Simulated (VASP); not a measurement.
# BP (F-43m) in VASP: notebook

BP is run at these levels: PBE, PBEsol; tasks: single point.

Program: VASP 6.6.1. These are calculated values, not measurements. Logs are shortened: lines on timing, memory, paths and dates and some standing lists are left out, and cuts for length are marked.

### 1 The cell of the first run

Symmetry: F-43m, No. 216, cubic system. The conventional cell has a = 4.538 Å, b = 4.538 Å, c = 4.538 Å, α = 90.00°, β = 90.00°, γ = 90.00°. P (site symmetry -43m) has 4 B at 1.97 Å within 2.6 Å. B (site symmetry -43m) has 4 P at 1.97 Å within 2.6 Å.

### 2 Single point, PBE

Input file INCAR:

```
PREC     = Accurate       # precision mode
ENCUT    = 520            # plane-wave cutoff, eV
EDIFF    = 1E-6           # SCF threshold, eV
ISMEAR   = 0              # smearing method
SIGMA    = 0.024          # smearing width, eV
LREAL    = False          # projectors in reciprocal space
LASPH    = True           # aspherical terms in the spheres
NELM     = 80             # most SCF steps
ALGO     = Normal         # electronic algorithm
ISIF     = 2              # what is computed and relaxed
LWAVE    = False          # write WAVECAR
LCHARG   = False          # write CHGCAR
GGA      = PE             # functional
NBANDS   = 11             # bands
```

Input file KPOINTS:

```
regular mesh
0
Gamma
  10 10 10
```

Input file POSCAR:

```
BP
1.0
    0.0000000000      2.2690000000      2.2690000000
    2.2690000000      0.0000000000      2.2690000000
    2.2690000000      2.2690000000      0.0000000000
P B
1 1
Direct
    0.7500000000      0.7500000000      0.7500000000
    0.0000000000      0.0000000000      0.0000000000
```

Potentials or basis: VASP PAW PBE potentials, release 64 (P, B).

The run is started by

```sh
cat potpaw_PBE.64/P/POTCAR potpaw_PBE.64/B/POTCAR > POTCAR
mpirun -np 1 vasp_std > vasp.out
```

OUTCAR:

```text
PREC = Accurate
   ENCUT = 520
   EDIFF = 1E-6
   ISMEAR = 0
   LREAL = False
   LASPH = True
   NELM = 80
   ISIF = 2
   GGA = PE

 ion  position               nearest neighbor table
   1  0.750  0.750  0.750-   2 1.97   2 1.97   2 1.97   2 1.97
   2  0.000  0.000  0.000-   1 1.97   1 1.97   1 1.97   1 1.97

  LATTYP: Found a face centered cubic cell.
 ALAT       =     4.5380000000

  Lattice vectors:

 A1 = (   0.0000000000,   2.2690000000,   2.2690000000)
 A2 = (   2.2690000000,   0.0000000000,   2.2690000000)
 A3 = (   2.2690000000,   2.2690000000,   0.0000000000)

Analysis of symmetry for initial positions (statically):
=====================================================================
 Subroutine PRICEL returns:
 Original cell was already a primitive cell.

 Routine SETGRP: Setting up the symmetry group for a
 face centered cubic supercell.

 Subroutine GETGRP returns: Found 24 space group operations
 (whereof 24 operations were pure point group operations)
 out of a pool of 48 trial point group operations.

The static configuration has the point symmetry T_d .

Analysis of symmetry for dynamics (positions and initial velocities):
=====================================================================
 Subroutine PRICEL returns:
 Original cell was already a primitive cell.

 Routine SETGRP: Setting up the symmetry group for a
 face centered cubic supercell.

 Subroutine GETGRP returns: Found 24 space group operations
 (whereof 24 operations were pure point group operations)
 out of a pool of 48 trial point group operations.

The dynamic configuration has the point symmetry T_d .

 Subroutine INISYM returns: Found 24 space group operations
 (whereof 24 operations are pure point group operations),
 and found     1 'primitive' translations

----------------------------------------------------------------------------------------

                                     Primitive cell

  volume of cell :      23.3633

  direct lattice vectors                    reciprocal lattice vectors
     0.000000000  2.269000000  2.269000000    -0.220361393  0.220361393  0.220361393
     2.269000000  0.000000000  2.269000000     0.220361393 -0.220361393  0.220361393
     2.269000000  2.269000000  0.000000000     0.220361393  0.220361393 -0.220361393

  length of vectors
     3.208850573  3.208850573  3.208850573     0.381677128  0.381677128  0.381677128

  position of ions in fractional coordinates (direct lattice)
     0.750000000  0.750000000  0.750000000
     0.000000000  0.000000000  0.000000000

  ion indices of the primitive-cell ions
   primitive index   ion index
                 1           1
                 2           2

----------------------------------------------------------------------------------------

 KPOINTS: regular mesh

Automatic generation of k-mesh.
 Grid dimensions read from file:
 generate k-points for:   10   10   10

 Generating k-lattice:

  Cartesian coordinates                     Fractional coordinates (reciprocal lattice)
    -0.022036139  0.022036139  0.022036139     0.100000000  0.000000000  0.000000000
     0.022036139 -0.022036139  0.022036139     0.000000000  0.100000000  0.000000000
     0.022036139  0.022036139 -0.022036139     0.000000000  0.000000000  0.100000000

  Length of vectors
     0.038167713  0.038167713  0.038167713

  Shift w.r.t. Gamma in fractional coordinates (k-lattice)
     0.000000000  0.000000000  0.000000000

 Subroutine IBZKPT returns following result:
 ===========================================

 Found     47 irreducible k-points:

 Following reciprocal coordinates:
            Coordinates               Weight
  0.000000  0.000000  0.000000      1.000000
  0.100000  0.000000  0.000000      8.000000
  0.200000  0.000000  0.000000      8.000000
  0.300000  0.000000  0.000000      8.000000
  0.400000  0.000000  0.000000      8.000000
  0.500000  0.000000  0.000000      4.000000
[... 16 lines left out ...]
  0.300000  0.300000  0.000000      6.000000
  0.400000  0.300000  0.000000     24.000000
 [... further k-points ...]
   k-points           NKPTS =     47   k-points in BZ     NKDIM =     47   number of bands    NBANDS=     11
   number of dos      NEDOS =    301   number of ions     NIONS =      2
   total plane-waves  NPLWV =  13824
   dimension x,y,z NGX =    24 NGY =   24 NGZ =   24
   dimension x,y,z NGXF=    48 NGYF=   48 NGZF=   48
   ions per type =               1   1
   NGX,Y,Z   is equivalent  to a cutoff of  12.43, 12.43, 12.43 a.u.
   NGXF,Y,Z  is equivalent  to a cutoff of  24.87, 24.87, 24.87 a.u.
 SYSTEM =  unknown system
   PREC   = accura    normal or accurate (medium, high low for compatibility)
   ISTART =      0    job   : 0-new  1-cont  2-samecut
   ICHARG =      2    charge: 1-file 2-atom 10-const
   ISPIN  =      1    spin polarized calculation?
   LNONCOLLINEAR =      F non collinear calculations
   LSORBIT =      F    spin-orbit coupling
   LASPH  =      T    aspherical Exc in radial PAW
   ENCUT  =  520.0 eV  38.22 Ry    6.18 a.u.   5.97  5.97  5.97*2*pi/ulx,y,z
   NELM   =     80;   NELMIN=  2; NELMDL= -5     # of ELM steps
   EDIFF  = 0.1E-05   stopping-criterion for ELM
   LREAL  =      F    real-space projection
   EDIFFG = 0.1E-04   stopping-criterion for IOM
   NSW    =      0    number of steps for IOM
   IBRION =     -1    ionic relax: 0-MD 1-quasi-New 2-CG
   NFREE  =      0    steps in history (QN), initial steepest desc. (CG)
   ISIF   =      2    stress and relaxation
   ISYM   =      2    0-nonsym 1-usesym 2-fastsym
   POTIM  = 0.5000    time-step for ionic-motion
   TEBEG  =    0.0;   TEEND  =   0.0 temperature during run
   PSTRESS=    0.0 pullay stress
   NELECT =       8.0000    total number of electrons
   NUPDOWN=      -1.0000    fix difference up-down
   EMIN   =  10.00;   EMAX   =-10.00  energy-range for DOS
   EFERMI =   0.00;   METHOD = LEGACY
   ISMEAR =     0;   SIGMA  =   0.02  broadening in eV -4-tet -1-fermi 0-gaus
   EFERMI_NEDOS =   21; number of points for ismear=-14 and -15
   IALGO  =     38    algorithm
   IMIX   =      4    mixing-type and parameters
     AMIX     =   0.40;   BMIX     =  1.00
     AMIX_MAG =   1.60;   BMIX_MAG =  1.00
  volume/ion in A,a.u.               =      11.68        78.83
  Fermi-wavevector in a.u.,A,eV,Ry     =   1.145320  2.164342 17.847562  1.311759
  Thomas-Fermi vector in A             =   2.282009
   LORBIT       =      0    0 simple, 1 ext, 2 COOP (PROOUT), +10 PAW based schemes
   GGA     = PE    functional components
   LHFCALC =     F    Hartree Fock is set to
   AEXX    =    0.0000 exact exchange contribution
   IVDW    =     0    specifies the selected vdW correction
   LEPSILON=     F    determine dielectric tensor
   LRPA    =     F    only Hartree local field effects (RPA)
 non-spin polarized calculation
 Gauss-broadening in eV      SIGMA  =   0.02
  energy-cutoff  :      520.00
  volume of cell :       23.36
 maximum number of plane-waves:       639
   NGX = 11   NGY = 11   NGZ = 11

 number of electron       8.0000000 magnetization

 Free energy of the ion-electron system (eV)
  ---------------------------------------------------
  ext. energy  EPLUGINS =         0.00000000
  ---------------------------------------------------
  free energy    TOTEN  =       -12.93048094 eV

  energy without entropy =      -12.93048094  energy(sigma->0) =      -12.93048094

 E-fermi :   7.5676     XC(G=0): -10.9072

 val. band max:        7.4329392161   @ k =   0.0000   0.0000   0.0000
 cond. band min:       8.6721153515   @ k =   0.4000   0.4000   0.0000
 fundamental gap:      1.2391761355
 Fermi energy:         7.5675743907

 k-point     1 :       0.0000    0.0000    0.0000
  band No.  band energies     occupation
      1      -8.0275      2.00000
      2       7.4329      2.00000
      3       7.4329      2.00000
      4       7.4329      2.00000
      5      10.8336      0.00000
      6      10.8336      0.00000
      7      10.8336      0.00000
      8      14.8072      0.00000
      9      18.9456      0.00000
     10      19.5616      0.00000
     11      19.5616      0.00000

 k-point     2 :       0.1000    0.0000    0.0000
  band No.  band energies     occupation
      1      -7.8473      2.00000
      2       6.1309      2.00000
      3       7.1381      2.00000
      4       7.1381      2.00000
      5      11.2418      0.00000
      6      11.2418      0.00000
      7      11.2703      0.00000
      8      15.3283      0.00000
      9      18.8776      0.00000
     10      18.8776      0.00000
     11      19.5144      0.00000

 k-point     3 :       0.2000    0.0000    0.0000
  band No.  band energies     occupation
      1      -7.3137      2.00000
      2       3.7893      2.00000
      3       6.5790      2.00000
      4       6.5790      2.00000
      5      11.4680      0.00000
      6      11.9616      0.00000
      7      11.9616      0.00000
      8      16.5013      0.00000
      9      18.2767      0.00000
     10      18.2767      0.00000
     11      20.3745      0.00000

 k-point     4 :       0.3000    0.0000    0.0000
  band No.  band energies     occupation
      1      -6.4566      2.00000
      2       1.4300      2.00000
      3       6.0900      2.00000
      4       6.0900      2.00000
      5      11.3743      0.00000
      6      12.2909      0.00000
      7      12.2909      0.00000
      8      17.4120      0.00000
      9      18.8536      0.00000
     10      18.8536      0.00000
     11      20.6373      0.00000
[... 239 lines left out ...]
 k-point    22 :      -0.2000    0.2000    0.0000
  band No.  band energies     occupation
      1      -6.1651      2.00000
      2       2.1840      2.00000
      3       3.2611      2.00000
      4       6.1893      2.00000
      5      11.9078      0.00000
      6      12.7494      0.00000
      7      13.8202      0.00000
      8      15.7721      0.00000
      9      16.9353      0.00000
     10      21.0502      0.00000
     11      23.2379      0.00000

 k-point    23 :       0.3000    0.3000    0.0000
  band No.  band energies     occupation
      1      -5.9129      2.00000
      2       2.6005      2.00000
      3       4.2122      2.00000
      4       4.2122      2.00000
      5       8.9572      0.00000
      6      11.3432      0.00000
      7      16.2982      0.00000
      8      16.2982      0.00000
      9      20.4925      0.00000
     10      21.8175      0.00000
     11      23.9730      0.00000

 k-point    24 :       0.4000    0.3000    0.0000
  band No.  band energies     occupation
      1      -5.0879      2.00000
      2       1.2728      2.00000
      3       3.3845      2.00000
      4       3.9176      2.00000
      5       9.2444      0.00000
      6      11.0561      0.00000
      7      16.9123      0.00000
      8      16.9206      0.00000
      9      21.4338      0.00000
     10      22.6949      0.00000
     11      24.4914      0.00000

 [... further k-points ...]
[... 5 lines left out ...]
  --------------------------------------------------------------------------------------
  -------------------------------------------------------------------------------------
  Total        0.1296651      0.1296651      0.1296651     -0.0000000     -0.0000000     -0.0000000
  in kB        8.8920176      8.8920176      8.8920176     -0.0000000     -0.0000000     -0.0000000
  external PRESSURE =       8.8920176 kB  Pullay stress =       0.0000000 kB

 VOLUME and BASIS-vectors are now :
 -----------------------------------------------------------------------------
  energy-cutoff  :      520.00
  volume of cell :       23.36
      direct lattice vectors                 reciprocal lattice vectors
     0.000000000  2.269000000  2.269000000    -0.220361393  0.220361393  0.220361393
     2.269000000  0.000000000  2.269000000     0.220361393 -0.220361393  0.220361393
     2.269000000  2.269000000  0.000000000     0.220361393  0.220361393 -0.220361393

 POSITION                                       TOTAL-FORCE (eV/Angst)
 -----------------------------------------------------------------------------------
      3.40350      3.40350      3.40350         0.000000      0.000000     -0.000000
      0.00000      0.00000      0.00000        -0.000000      0.000000      0.000000
 -----------------------------------------------------------------------------------
    total drift:                               -0.000000     -0.000000     -0.000000

  FREE ENERGIE OF THE ION-ELECTRON SYSTEM (eV)
  ---------------------------------------------------
  free  energy   TOTEN  =       -12.9304809422 eV

  energy  without entropy=      -12.9304809422  energy(sigma->0) =      -12.93048094
```

Wall time 7.9 s (1 thread of AMD EPYC 7R13 (Zen 3), shared host); peak memory 0.1 GiB.

Results:

```yaml
Free_energy: -12.9305 eV
Pressure: 0.9 GPa
Band_gap_on_the_k_mesh: 1.24 eV (least direct gap 3.40 eV)
```

A k mesh can miss the band edges. PBE gaps usually lie below the measured ones, often by a third to a half.

### 3 Single point, PBEsol

This run uses another cell than the first one, of 11.54 Å³/atom.

Input file INCAR:

```
SYSTEM = BP
PREC     = Accurate       ! precision mode
ENCUT    = 520            ! plane-wave cutoff, eV
EDIFF    = 1E-7           ! SCF threshold, eV
ISMEAR   = -1             ! smearing method
SIGMA    = 0.05           ! smearing width, eV
LREAL    = .FALSE.        ! projectors in reciprocal space
LASPH    = .TRUE.         ! aspherical terms in the spheres
NELM     = 80             ! most SCF steps
ALGO     = Normal         ! electronic algorithm
ISIF     = 2              ! what is computed and relaxed
LWAVE    = .FALSE.        ! write WAVECAR
LCHARG   = .TRUE.         ! write CHGCAR
GGA      = PS             ! functional
LELF     = .TRUE.         ! ELF
LVHAR    = .TRUE.       
NBANDS   = 11             ! bands
```

Input file KPOINTS:

```
Automatic mesh
0
G
  10 10 10
  0 0 0
```

Input file POSCAR:

```
BP
1.0
    0.0000000000      2.2597393860      2.2597393860
    2.2597393860      0.0000000000      2.2597393860
    2.2597393860      2.2597393860      0.0000000000
P B
1 1
Direct
    0.7500000000      0.7500000000      0.7500000000
    0.0000000000      0.0000000000      0.0000000000
```

Potentials or basis: VASP PAW PBE potentials, release 64 (P, B).

The run is started by

```sh
cat potpaw_PBE.64/P/POTCAR potpaw_PBE.64/B/POTCAR > POTCAR
mpirun -np 1 vasp_std > vasp.out
```

Wall time 8.8 s (1 thread of AMD EPYC 7R13 (Zen 3), shared host); peak memory 0.11 GiB.

Results (log left out):

* Free energy: -13.6736 eV
* Pressure: 0.2 GPa
* Band gap on the k mesh: 1.12 eV (least direct gap 3.38 eV)

Levels at points of the mesh, in eV from the valence-band top:
```tsv
k point	band 2	band 3	band 4	band 5	band 6	band 7
(0.00, 0.00, 0.00)	0.00	0.00	0.00	3.38	3.38	3.38
(0.50, 0.00, 0.00)	-9.19	-1.78	-1.78	3.81	4.66	4.66
(0.50, 0.50, 0.00)	-8.66	-4.19	-4.19	1.20	1.51	12.21
```

Caveat: the PAW data sets were made with another functional, which shifts forces and pressure a little. A k mesh can miss the band edges.
